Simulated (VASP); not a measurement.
# ZrAl2N3 (P-6m2) in VASP: a series of runs, part 2 of 2

VASP 6.6.1.

### Step 3. Single point, PBE

This run uses another cell than the first one, of 13.17 Å³/atom.

File INCAR:

```
PREC     = Accurate       # precision mode
ENCUT    = 520            # plane-wave cutoff, eV
EDIFF    = 1E-6           # SCF threshold, eV
ISMEAR   = 0              # smearing method
SIGMA    = 0.1            # smearing width, eV
LREAL    = F              # projectors in reciprocal space
LASPH    = T              # aspherical terms in the spheres
NELM     = 80             # most SCF steps
ALGO     = Normal         # electronic algorithm
ISIF     = 2              # what is computed and relaxed
LWAVE    = F              # write WAVECAR
LCHARG   = F              # write CHGCAR
GGA      = PE             # functional
NBANDS   = 45             # bands
```

File KPOINTS:

```
Automatic mesh
0
Gamma
  6 6 1
```

File POSCAR:

```
ZrAl2N3
1.0
    3.2806362500      0.0000000000      0.0000000000
   -1.6403181300      2.8411143400      0.0000000000
    0.0000000000      0.0000000000     16.9531204300
Zr Al N
2 4 6
Direct
    0.6666666700      0.3333333300      0.1666666700
    0.6666666700      0.3333333300      0.8333333300
    0.3333333300      0.6666666700      0.0000000000
    0.3333333300      0.6666666700      0.3333333300
    0.3333333300      0.6666666700      0.6666666700
    0.6666666700      0.3333333300      0.5000000000
    0.0000000000      0.0000000000      0.9166666700
    0.0000000000      0.0000000000      0.2500000000
    0.0000000000      0.0000000000      0.5833333300
    0.0000000000      0.0000000000      0.0833333300
    0.0000000000      0.0000000000      0.4166666700
    0.0000000000      0.0000000000      0.7500000000
```

Potentials or basis: VASP PAW PBE potentials, release 64 (Zr_sv, Al, N).

On the command line:

```console
cat potpaw_PBE.64/Zr_sv/POTCAR potpaw_PBE.64/Al/POTCAR potpaw_PBE.64/N/POTCAR > POTCAR
mpirun -np 1 vasp_std > vasp.out
```

Wall time 51 s (1 thread of AMD EPYC 9R45 (Zen 5), shared host); peak memory 0.23 GiB.

Results (log left out):

```yaml
Free_energy: -87.8623 eV
Pressure: -30.9 GPa
Largest_force: 0.809 eV/Å
Band_gap_on_the_k_mesh: zero (bands 33 and 34 overlap by 0.42 eV)
```

Forces in eV/Å, atoms in the order of the input:
```
Zr   0.000  0.000  0.059
Zr   0.000  0.000 -0.059
Al   0.000  0.000  0.000
Al   0.000  0.000  0.621
Al   0.000  0.000 -0.621
Al   0.000  0.000  0.000
N    0.000  0.000  0.809
N    0.000  0.000  0.509
N    0.000  0.000  0.220
N    0.000  0.000 -0.809
N    0.000  0.000 -0.220
N    0.000  0.000 -0.509
```

Stress tensor (GPa, compression positive):
```
-32.82   0.00   0.00
  0.00 -32.82   0.00
  0.00   0.00 -27.00
```

Levels at points of the mesh, in eV from the Fermi level:
```tsv
k point	band 31	band 32	band 33	band 34	band 35	band 36
(0.00, 0.00, 0.00)	-1.00	-1.00	-0.89	0.78	0.93	1.44
(0.50, 0.00, 0.00)	-1.82	-0.98	-0.52	0.16	0.35	1.24
```

Caveat: the k points lie up to 0.37 Å⁻¹ apart.

### Step 4. Relaxation of cell and atoms, PBE

This run uses another cell than the first one, of 13.17 Å³/atom.

File INCAR:

```
SYSTEM = ZrAl2N3
PREC = Accurate
ENCUT = 600
EDIFF = 1E-6
ISMEAR = 0
SIGMA = 0.1
LREAL = .False.
LASPH = .True.
NELM = 80
ALGO = Normal
ISIF = 3
LWAVE = .False.
LCHARG = .False.
GGA = PE
IBRION = 2
NSW = 90
EDIFFG = -0.04
```

File KPOINTS:

```
Automatic mesh
0
Gamma
  6 6 1
  0 0 0
```

POSCAR is that of step 3.

On the command line:

```console
cat potpaw_PBE.64/Zr_sv/POTCAR potpaw_PBE.64/Al/POTCAR potpaw_PBE.64/N/POTCAR > POTCAR
mpirun -np 1 vasp_std > vasp.out
```

Wall time 8.7 min (1 thread of AMD EPYC 9R45 (Zen 5), shared host); peak memory 0.33 GiB.

Results (log left out):

- Free energy: -92.7439 eV
- Relaxed volume: 10.10 Å³/atom
- Relaxed cell: a = 2.974 Å, b = 2.974 Å, c = 15.826 Å, α = 90.00°, β = 90.00°, γ = 120.00°
- Space group after relaxing (to 0.1 Å): P-6m2 (No. 187)
- Energy gained by relaxing: 406.0 meV/atom
- Ionic steps: 14
- Pressure after relaxing: 0.0 GPa
- Largest force after relaxing: 0.020 eV/Å
- Band gap on the k mesh: zero (bands 33 and 34 overlap by 0.85 eV)

Forces in eV/Å, atoms in the order of the input:
```
Zr   0.000  0.000  0.012
Zr   0.000  0.000 -0.012
Al   0.000  0.000  0.000
Al   0.000  0.000 -0.020
Al   0.000  0.000  0.020
Al   0.000  0.000  0.000
N    0.000  0.000 -0.015
N    0.000  0.000  0.003
N    0.000  0.000 -0.016
N    0.000  0.000  0.015
N    0.000  0.000  0.016
N    0.000  0.000 -0.003
```

Stress tensor (GPa, compression positive):
```
 0.03  0.00  0.00
 0.00  0.03  0.00
 0.00  0.00 -0.12
```

The path:
```tsv
step	energy change (eV)	largest force (eV/Å)	pressure (GPa)	volume (Å³)
1	0.0000	0.8082	-30.99	158.01
2	-2.3783	3.7248	43.23	106.61
3	-4.2726	2.3069	0.20	123.57
4	-4.2739	2.3497	1.31	122.94
5	-4.7641	0.5877	2.73	120.21
6	-4.7646	0.5687	2.65	120.29
7	-4.8163	0.4017	-2.42	122.80
8	-4.8180	0.3385	-1.69	122.42
9	-4.8528	0.2894	-0.59	121.72
10	-4.8609	0.2764	0.29	121.20
11	-4.8706	0.1077	0.00	121.26
12	-4.8706	0.1198	-0.02	121.27
13	-4.8712	0.0500	-0.01	121.25
14	-4.8715	0.0196	-0.02	121.26
```

Final structure:
```yaml
crystal:
  lattice:
    - [2.97443, 0.00000, 0.00000]
    - [-1.48721, 2.57593, 0.00000]
    - [0.00000, 0.00000, 15.82613]
  atoms:
    - { symbol: Zr, position: [0.66667, 0.33333, 0.16931] }
    - { symbol: Zr, position: [0.66667, 0.33333, 0.83069] }
    - { symbol: Al, position: [0.33333, 0.66667, 0.00000] }
    - { symbol: Al, position: [0.33333, 0.66667, 0.33936] }
    - { symbol: Al, position: [0.33333, 0.66667, 0.66064] }
    - { symbol: Al, position: [0.66667, 0.33333, 0.50000] }
    - { symbol: N, position: [0.00000, 0.00000, 0.92302] }
    - { symbol: N, position: [0.00000, 0.00000, 0.26203] }
    - { symbol: N, position: [0.00000, 0.00000, 0.58023] }
    - { symbol: N, position: [0.00000, 0.00000, 0.07698] }
    - { symbol: N, position: [0.00000, 0.00000, 0.41977] }
    - { symbol: N, position: [0.00000, 0.00000, 0.73797] }
```

Levels at points of the mesh, in eV from the Fermi level:
| k point | band 31 | band 32 | band 33 | band 34 | band 35 | band 36 |
| --- | --- | --- | --- | --- | --- | --- |
| (0.00, 0.00, 0.00) | -1.25 | -1.13 | 0.11 | 1.45 | 1.91 | 2.76 |
| (0.50, 0.00, 0.00) | -2.17 | -1.07 | -0.38 | 0.50 | 0.84 | 2.54 |

Caveat: the k points lie up to 0.41 Å⁻¹ apart in the final cell, too coarse for converged energies and pressures of a metal; the volume moved by over 15 % at a fixed basis, so the end points are rough.

### Step 5. Single point, PBE

File INCAR:

```
  PREC = Accurate
  ENCUT = 520
  EDIFF = 1E-6
  ISMEAR = 0
  SIGMA = 0.1
  LREAL = F
  LASPH = T
  NELM = 80
  ALGO = Normal
  ISIF = 2
  LWAVE = F
  LCHARG = F
  GGA = PE
  NBANDS = 45
```

File KPOINTS:

```
regular mesh
0
Gamma
  12 12 4
```

File POSCAR:

```
ZrAl2N3
1.0
    2.9752331247      0.0000000000      0.0000000000
   -1.4876165623      2.5766274681      0.0000000000
    0.0000000000      0.0000000000     15.8209720331
Zr Al N
2 4 6
Direct
    0.6666666667      0.3333333333      0.1692578530
    0.6666666667      0.3333333333      0.8307421470
    0.3333333333      0.6666666667      0.0000000000
    0.3333333333      0.6666666667      0.3391484442
    0.3333333333      0.6666666667      0.6608515558
    0.6666666667      0.3333333333      0.5000000000
    0.0000000000      0.0000000000      0.9229466366
    0.0000000000      0.0000000000      0.2620752537
    0.0000000000      0.0000000000      0.5801661714
    0.0000000000      0.0000000000      0.0770533634
    0.0000000000      0.0000000000      0.4198338286
    0.0000000000      0.0000000000      0.7379247463
```

On the command line:

```console
cat potpaw_PBE.64/Zr_sv/POTCAR potpaw_PBE.64/Al/POTCAR potpaw_PBE.64/N/POTCAR > POTCAR
mpirun -np 1 vasp_std > vasp.out
```

Run time: 4.3 min. Hardware: 1 thread of AMD EPYC 9R45 (Zen 5), shared host; peak memory 0.38 GiB.

It converged, with:

```
Free energy            : -92.7120 eV
Pressure               : 0.0 GPa
Largest force          : 0.025 eV/Å
Band gap on the k mesh : zero (bands 33 and 34 overlap by 0.91 eV)
```

Forces on the atoms (eV/Å):
```
Zr   0.000  0.000  0.001
Zr   0.000  0.000 -0.001
Al   0.000  0.000  0.000
Al   0.000  0.000  0.001
Al   0.000  0.000 -0.001
Al   0.000  0.000  0.000
N    0.000  0.000  0.025
N    0.000  0.000  0.023
N    0.000  0.000  0.004
N    0.000  0.000 -0.025
N    0.000  0.000 -0.004
N    0.000  0.000 -0.023
```

Levels at points of the mesh, in eV from the Fermi level:
| k point | band 30 | band 31 | band 32 | band 33 | band 34 | band 35 | band 36 | band 37 |
| --- | --- | --- | --- | --- | --- | --- | --- | --- |
| (0.00, 0.00, 0.00) | -1.31 | -1.31 | -1.18 | 0.06 | 1.40 | 1.84 | 2.71 | 2.71 |
| (0.50, 0.00, 0.00) | -2.78 | -2.23 | -1.12 | -0.44 | 0.44 | 0.78 | 2.48 | 2.75 |
| (0.00, 0.00, 0.50) | -1.87 | -1.32 | -1.32 | 0.62 | 1.08 | 1.91 | 2.53 | 2.72 |
| (0.50, 0.00, 0.50) | -2.41 | -2.38 | -1.66 | -0.06 | 0.26 | 0.94 | 1.97 | 2.70 |

### Step 6. Summary

```tsv
task	cell	k mesh	cutoff (eV)	gap on the mesh (eV)	pressure (GPa)	largest force (eV/Å)
single point	a = 2.975, b = 2.975, c = 15.824 Å, angles 90.0, 90.0, 120.0°, 12 atoms, atomic positions A	6 × 6 × 1	520	none	0.0	0.02
single point	a = 3.281, b = 3.281, c = 16.953 Å, angles 90.0, 90.0, 120.0°, 12 atoms, atomic positions B	6 × 6 × 1	520	none	-30.9	0.81
relaxation of cell and atoms	relaxed from a = 3.281, b = 3.281, c = 16.953 Å, angles 90.0, 90.0, 120.0°, 12 atoms, atomic positions B	6 × 6 × 1	600	none	0.0	0.02
single point	a = 2.975, b = 2.975, c = 15.821 Å, angles 90.0, 90.0, 120.0°, 12 atoms, atomic positions A	12 × 12 × 4	520	none	0.0	0.03
```

Alike in all rows: level PBE; potentials or basis VASP PAW PBE potentials, release 64 (Zr_sv, Al, N); no spin polarisation; smearing gaussian 0.1 eV.

Caveats: some runs use coarse meshes; the volume moved by over 15 % at a fixed basis, so the end points are rough (at least some runs).

Total energies depend on the potentials used, so only differences within one code and one set of settings carry meaning.
